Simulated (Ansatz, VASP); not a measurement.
**Y in VASP and in Ansatz**

INCAR

```
SYSTEM = Y
  PREC = Accurate
  ENCUT = 520
  EDIFF = 1E-6
  ISMEAR = 0
  SIGMA = 0.15
  LREAL = .FALSE.
  LASPH = .TRUE.
  NELM = 100
  ALGO = Fast
  ISIF = 2
  LWAVE = .FALSE.
  LCHARG = .FALSE.
  GGA = PS
  NBANDS = 12
```

File KPOINTS:

```
Automatic mesh
0
G
  16 16 16
  0 0 0
```

POSCAR

```
Y
1.0
    0.0000000000      2.4912125000      2.4912125000
    2.4850000000      0.0062125000      2.4850000000
    2.4850000000      2.4850000000      0.0062125000
Y
1
Direct
    0.0000000000      0.0000000000      0.0000000000
```

Input for Ansatz:

```yaml
crystal:
  lattice:
    - [0.0, 2.4912125, 2.4912125]
    - [2.485, 0.0062125, 2.485]
    - [2.485, 2.485, 0.0062125]
  atoms:
    - { symbol: "Y", position: [0.0, 0.0, 0.0] }
basis:
  ecutwfc: 420
kpoints:
  mp_grid: { grid: [16, 16, 16] }
hamiltonian:
  xc: pbesol
scf:
  occupations: { method: gaussian, width: 0.15 }
output:
  forces: true
  stress: true
  eigenvalues: true
```

Change from the starting cell: strain +0.0050 x Voigt [0, 0, 0, 1, 0, 0], atoms carried along.

Alike in both runs: task single point; functional PBEsol; k mesh 16 × 16 × 16; occupations gaussian, width 0.15 eV; no spin polarisation.

|  | VASP | Ansatz |
| --- | --- | --- |
| version | VASP 6.6.1 | Ansatz 0.2.0 |
| potentials or method | VASP PAW PBE potentials, release 64 (Y_sv), cutoff 520 eV | scalar-relativistic, plane waves, PAW |
| valence electrons in the cell | 11 | 11 |

Ansatz gave:

* gap on the k mesh at the Fermi level (eV): none
* pressure (GPa): 0.2
* traceless stress, the component that is largest in VASP (GPa): -0.18

Problem. Which values does VASP return?

Solution. gap on the k mesh at the Fermi level (eV): none; pressure (GPa): 0.1; traceless stress, the component that is largest in VASP (GPa): -0.18.

VASP's potentials were made for PBE, not for PBEsol. A gap of «none» marks a metal or a gap that the smearing closes. With one functional, cell and mesh, what is left measures potentials, basis and numerics.
